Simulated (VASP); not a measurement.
# Ir (Fm-3m) in VASP: a series of runs

Ir is run at these levels: LDA; tasks: single point, relaxation of volume and atoms at fixed shape.

Program: VASP 6.6.1. These are calculated values, not measurements. Logs are shortened: lines on timing, memory, paths and dates and some standing lists are left out, and cuts for length are marked.

## 1. The cell of the first run

It takes space group Fm-3m (No. 225, cubic). Conventional cell: a = 3.811 Å, b = 3.811 Å, c = 3.811 Å, α = 90.00°, β = 90.00°, γ = 90.00°. Ir (site symmetry m-3m) has 12 Ir at 2.69 Å within 3.6 Å.

## 2. Single point, LDA

Contents of INCAR:

```
SYSTEM = Ir
PREC     = Accurate       ! precision mode
ENCUT    = 520            ! plane-wave cutoff, eV
EDIFF    = 1E-6           ! SCF threshold, eV
ISMEAR   = 0              ! smearing method
SIGMA    = 0.1            ! smearing width, eV
LREAL    = .FALSE.        ! projectors in reciprocal space
LASPH    = .TRUE.         ! aspherical terms in the spheres
NELM     = 80             ! most SCF steps
ALGO     = Normal         ! electronic algorithm
ISIF     = 2              ! what is computed and relaxed
LWAVE    = .FALSE.        ! write WAVECAR
LCHARG   = .TRUE.         ! write CHGCAR
LELF     = .TRUE.         ! ELF
LVHAR    = .TRUE.       
NBANDS   = 10             ! bands
```

Contents of KPOINTS:

```
regular mesh
0
G
  10 10 10
  0 0 0
```

Contents of POSCAR:

```
Ir
1.0
    0.0000000000      1.9055724189      1.9055724189
    1.9055724189      0.0000000000      1.9055724189
    1.9055724189      1.9055724189      0.0000000000
Ir
1
Direct
    0.0000000000      0.0000000000      0.0000000000
```

Potentials or basis: VASP PAW LDA potentials, release 64 (Ir).

Launch:

```console
$ cat potpaw_LDA.64/Ir/POTCAR > POTCAR
$ mpirun -np 1 vasp_std > vasp.out
```

OUTCAR:

```text
SYSTEM = Ir
   PREC = Accurate
   ENCUT = 520
   EDIFF = 1E-6
   ISMEAR = 0
   LREAL = .FALSE.
   LASPH = .TRUE.
   NELM = 80
   ISIF = 2

 ion  position               nearest neighbor table
   1  0.000  0.000  0.000-

  LATTYP: Found a face centered cubic cell.
 ALAT       =     3.8111448378

  Lattice vectors:

 A1 = (   0.0000000000,   1.9055724189,   1.9055724189)
 A2 = (   1.9055724189,   0.0000000000,   1.9055724189)
 A3 = (   1.9055724189,   1.9055724189,   0.0000000000)

Analysis of symmetry for initial positions (statically):
=====================================================================
 Subroutine PRICEL returns:
 Original cell was already a primitive cell.

 Routine SETGRP: Setting up the symmetry group for a
 face centered cubic supercell.

 Subroutine GETGRP returns: Found 48 space group operations
 (whereof 48 operations were pure point group operations)
 out of a pool of 48 trial point group operations.

The static configuration has the point symmetry O_h .

Analysis of symmetry for dynamics (positions and initial velocities):
=====================================================================
 Subroutine PRICEL returns:
 Original cell was already a primitive cell.

 Routine SETGRP: Setting up the symmetry group for a
 face centered cubic supercell.

 Subroutine GETGRP returns: Found 48 space group operations
 (whereof 48 operations were pure point group operations)
 out of a pool of 48 trial point group operations.

The dynamic configuration has the point symmetry O_h .

 Subroutine INISYM returns: Found 48 space group operations
 (whereof 48 operations are pure point group operations),
 and found     1 'primitive' translations

----------------------------------------------------------------------------------------

                                     Primitive cell

  volume of cell :      13.8391

  direct lattice vectors                    reciprocal lattice vectors
     0.000000000  1.905572419  1.905572419    -0.262388349  0.262388349  0.262388349
     1.905572419  0.000000000  1.905572419     0.262388349 -0.262388349  0.262388349
     1.905572419  1.905572419  0.000000000     0.262388349  0.262388349 -0.262388349

  length of vectors
     2.694886359  2.694886359  2.694886359     0.454469951  0.454469951  0.454469951

  position of ions in fractional coordinates (direct lattice)
     0.000000000  0.000000000  0.000000000

  ion indices of the primitive-cell ions
   primitive index   ion index
                 1           1

----------------------------------------------------------------------------------------

 KPOINTS: regular mesh

Automatic generation of k-mesh.
 Grid dimensions read from file:
 generate k-points for:   10   10   10

 Generating k-lattice:

  Cartesian coordinates                     Fractional coordinates (reciprocal lattice)
    -0.026238835  0.026238835  0.026238835     0.100000000  0.000000000  0.000000000
     0.026238835 -0.026238835  0.026238835     0.000000000  0.100000000  0.000000000
     0.026238835  0.026238835 -0.026238835     0.000000000  0.000000000  0.100000000

  Length of vectors
     0.045446995  0.045446995  0.045446995

  Shift w.r.t. Gamma in fractional coordinates (k-lattice)
     0.000000000  0.000000000  0.000000000

 Subroutine IBZKPT returns following result:
 ===========================================

 Found     47 irreducible k-points:

 Following reciprocal coordinates:
            Coordinates               Weight
  0.000000  0.000000  0.000000      1.000000
  0.100000  0.000000  0.000000      8.000000
  0.200000  0.000000  0.000000      8.000000
  0.300000  0.000000  0.000000      8.000000
  0.400000  0.000000  0.000000      8.000000
  0.500000  0.000000  0.000000      4.000000
[... 16 lines left out ...]
  0.300000  0.300000  0.000000      6.000000
  0.400000  0.300000  0.000000     24.000000
 [... further k-points ...]
   k-points           NKPTS =     47   k-points in BZ     NKDIM =     47   number of bands    NBANDS=     10
   number of dos      NEDOS =    301   number of ions     NIONS =      1
   total plane-waves  NPLWV =   8000
   dimension x,y,z NGX =    20 NGY =   20 NGZ =   20
   dimension x,y,z NGXF=    40 NGYF=   40 NGZF=   40
   ions per type =               1
   NGX,Y,Z   is equivalent  to a cutoff of  12.34, 12.34, 12.34 a.u.
   NGXF,Y,Z  is equivalent  to a cutoff of  24.68, 24.68, 24.68 a.u.
 SYSTEM =  Ir
   PREC   = accura    normal or accurate (medium, high low for compatibility)
   ISTART =      0    job   : 0-new  1-cont  2-samecut
   ICHARG =      2    charge: 1-file 2-atom 10-const
   ISPIN  =      1    spin polarized calculation?
   LNONCOLLINEAR =      F non collinear calculations
   LSORBIT =      F    spin-orbit coupling
   LASPH  =      T    aspherical Exc in radial PAW
   ENCUT  =  520.0 eV  38.22 Ry    6.18 a.u.   5.01  5.01  5.01*2*pi/ulx,y,z
   NELM   =     80;   NELMIN=  2; NELMDL= -5     # of ELM steps
   EDIFF  = 0.1E-05   stopping-criterion for ELM
   LREAL  =      F    real-space projection
   EDIFFG = 0.1E-04   stopping-criterion for IOM
   NSW    =      0    number of steps for IOM
   IBRION =     -1    ionic relax: 0-MD 1-quasi-New 2-CG
   NFREE  =      0    steps in history (QN), initial steepest desc. (CG)
   ISIF   =      2    stress and relaxation
   ISYM   =      2    0-nonsym 1-usesym 2-fastsym
   POTIM  = 0.5000    time-step for ionic-motion
   TEBEG  =    0.0;   TEEND  =   0.0 temperature during run
   PSTRESS=    0.0 pullay stress
   NELECT =       9.0000    total number of electrons
   NUPDOWN=      -1.0000    fix difference up-down
   EMIN   =  10.00;   EMAX   =-10.00  energy-range for DOS
   EFERMI =   0.00;   METHOD = LEGACY
   ISMEAR =     0;   SIGMA  =   0.10  broadening in eV -4-tet -1-fermi 0-gaus
   EFERMI_NEDOS =   21; number of points for ismear=-14 and -15
   IALGO  =     38    algorithm
   IMIX   =      4    mixing-type and parameters
     AMIX     =   0.40;   BMIX     =  1.00
     AMIX_MAG =   1.60;   BMIX_MAG =  1.00
  volume/ion in A,a.u.               =      13.84        93.39
  Fermi-wavevector in a.u.,A,eV,Ry     =   1.418361  2.680314 27.371504  2.011749
  Thomas-Fermi vector in A             =   2.539495
   LORBIT       =      0    0 simple, 1 ext, 2 COOP (PROOUT), +10 PAW based schemes
   GGA     = CA    functional components
   LHFCALC =     F    Hartree Fock is set to
   AEXX    =    0.0000 exact exchange contribution
   IVDW    =     0    specifies the selected vdW correction
   LEPSILON=     F    determine dielectric tensor
   LRPA    =     F    only Hartree local field effects (RPA)
 non-spin polarized calculation
 Gauss-broadening in eV      SIGMA  =   0.10
  energy-cutoff  :      520.00
  volume of cell :       13.84
 maximum number of plane-waves:       388
   NGX =  9   NGY =  9   NGZ =  9

 number of electron       9.0000001 magnetization

 Free energy of the ion-electron system (eV)
  ---------------------------------------------------
  ext. energy  EPLUGINS =         0.00000000
  ---------------------------------------------------
  free energy    TOTEN  =       -10.33068876 eV

  energy without entropy =      -10.32499767  energy(sigma->0) =      -10.32784321

 E-fermi :  10.7788     XC(G=0): -14.2668

 val. band max:       10.7522374121   @ k =  -0.3000   0.3000   0.1000
 cond. band min:      10.8047554936   @ k =  -0.4000   0.5000   0.1000
 fundamental gap:      0.0525180814
 Fermi energy:        10.7788041021

 k-point     1 :       0.0000    0.0000    0.0000
  band No.  band energies     occupation
      1      -0.6412      2.00000
      2       6.6489      2.00000
      3       6.6489      2.00000
      4       6.6489      2.00000
      5       9.4796      2.00000
      6       9.4796      2.00000
      7      24.9953      0.00000
      8      30.6741      0.00000
      9      30.6741      0.00000
     10      30.6741      0.00000

 k-point     2 :       0.1000    0.0000    0.0000
  band No.  band energies     occupation
      1      -0.1930      2.00000
      2       6.4220      2.00000
      3       6.8364      2.00000
      4       6.8364      2.00000
      5       9.3657      2.00000
      6       9.3657      2.00000
      7      25.7609      0.00000
      8      28.7890      0.00000
      9      31.4239      0.00000
     10      31.4239      0.00000

 k-point     3 :       0.2000    0.0000    0.0000
  band No.  band energies     occupation
      1       0.9651      2.00000
      2       6.0793      2.00000
      3       7.1265      2.00000
      4       7.1265      2.00000
      5       9.3755      2.00000
      6       9.3755      2.00000
      7      25.9301      0.00000
      8      27.4383      0.00000
      9      33.4501      0.00000
     10      33.4501      0.00000

 k-point     4 :       0.3000    0.0000    0.0000
  band No.  band energies     occupation
      1       2.0677      2.00000
      2       6.5824      2.00000
      3       6.9965      2.00000
      4       6.9965      2.00000
      5      10.1114      2.00000
      6      10.1114      2.00000
      7      23.1810      0.00000
      8      26.9690      0.00000
      9      34.5446      0.00000
     10      34.5446      0.00000

 k-point     5 :       0.4000    0.0000    0.0000
  band No.  band energies     occupation
      1       2.3589      2.00000
      2       6.6902      2.00000
      3       6.6902      2.00000
      4       8.5071      2.00000
      5      11.1502      0.00000
      6      11.1502      0.00000
      7      20.0541      0.00000
      8      25.1745      0.00000
      9      31.7706      0.00000
     10      31.7706      0.00000

 k-point     6 :       0.5000    0.0000    0.0000
  band No.  band energies     occupation
      1       2.3478      2.00000
      2       6.5576      2.00000
      3       6.5576      2.00000
      4       9.9328      2.00000
      5      11.6400      0.00000
      6      11.6400      0.00000
      7      18.1949      0.00000
      8      24.5447      0.00000
      9      30.6351      0.00000
     10      30.6351      0.00000
[... 183 lines left out ...]
 k-point    21 :      -0.3000    0.2000    0.0000
  band No.  band energies     occupation
      1       3.8017      2.00000
      2       5.8781      2.00000
      3       6.2349      2.00000
      4       7.8400      2.00000
      5       9.6675      2.00000
      6      13.6133      0.00000
      7      21.6605      0.00000
      8      26.1947      0.00000
      9      28.3210      0.00000
     10      33.4891      0.00000

 k-point    22 :      -0.2000    0.2000    0.0000
  band No.  band energies     occupation
      1       3.1008      2.00000
      2       5.4189      2.00000
      3       6.6327      2.00000
      4       8.1467      2.00000
      5       8.4124      2.00000
      6      12.0024      0.00000
      7      24.4045      0.00000
      8      27.7485      0.00000
      9      29.5558      0.00000
     10      31.7764      0.00000

 k-point    23 :       0.3000    0.3000    0.0000
  band No.  band energies     occupation
      1       2.9004      2.00000
      2       4.1004      2.00000
      3       7.8738      2.00000
      4       9.5642      2.00000
      5       9.5642      2.00000
      6      10.8137      0.62162
      7      27.3577      0.00000
      8      27.3577      0.00000
      9      28.6331      0.00000
     10      31.5855      0.00000

 k-point    24 :       0.4000    0.3000    0.0000
  band No.  band energies     occupation
      1       3.1718      2.00000
      2       3.8785      2.00000
      3       7.9733      2.00000
      4       9.8075      2.00000
      5      11.5194      0.00000
      6      11.5462      0.00000
      7      23.7466      0.00000
      8      26.0003      0.00000
      9      27.0622      0.00000
     10      32.0315      0.00000

 [... further k-points ...]

------------------------ aborting loop because EDIFF is reached ----------------------------------------

  FORCE on cell =-STRESS in cart. coord.  units (eV):
  Direction    XX          YY          ZZ          XY          YZ          ZX
  --------------------------------------------------------------------------------------
  -------------------------------------------------------------------------------------
  Total        0.2266624      0.2266624      0.2266624     -0.0000000     -0.0000000      0.0000000
  in kB       26.2412045     26.2412045     26.2412045     -0.0000000     -0.0000000      0.0000000
  external PRESSURE =      26.2412045 kB  Pullay stress =       0.0000000 kB

 VOLUME and BASIS-vectors are now :
 -----------------------------------------------------------------------------
  energy-cutoff  :      520.00
  volume of cell :       13.84
      direct lattice vectors                 reciprocal lattice vectors
     0.000000000  1.905572419  1.905572419    -0.262388349  0.262388349  0.262388349
     1.905572419  0.000000000  1.905572419     0.262388349 -0.262388349  0.262388349
     1.905572419  1.905572419  0.000000000     0.262388349  0.262388349 -0.262388349

 POSITION                                       TOTAL-FORCE (eV/Angst)
 -----------------------------------------------------------------------------------
      0.00000      0.00000      0.00000        -0.000000      0.000000     -0.000000
 -----------------------------------------------------------------------------------
    total drift:                                0.000000      0.000000      0.000000

  FREE ENERGIE OF THE ION-ELECTRON SYSTEM (eV)
  ---------------------------------------------------
  free  energy   TOTEN  =       -10.3306887559 eV

  energy  without entropy=      -10.3249976660  energy(sigma->0) =      -10.32784321
```

Run time: 10 s. Hardware: 1 thread of Intel Xeon 8259CL, shared host; peak memory 0.12 GiB.

Results:

```yaml
Free_energy: -10.3307 eV
Pressure: 2.6 GPa
Band_gap_on_the_k_mesh: zero (an odd number of electrons rules out a gap without spin polarisation)
```

Levels at points of the mesh, in eV from the Fermi level:
```tsv
k point	band 1	band 2	band 3	band 4	band 5	band 6	band 7	band 8
(0.00, 0.00, 0.00)	-11.42	-4.13	-4.13	-4.13	-1.30	-1.30	14.22	19.90
(0.50, 0.00, 0.00)	-8.43	-4.22	-4.22	-0.85	0.86	0.86	7.42	13.77
(0.50, 0.50, 0.00)	-8.25	-7.69	0.85	1.45	1.45	1.66	10.75	11.73
```

Caveat: spin-orbit coupling is left out, which moves the levels of the heavy elements.

[end of part 1 of 2]
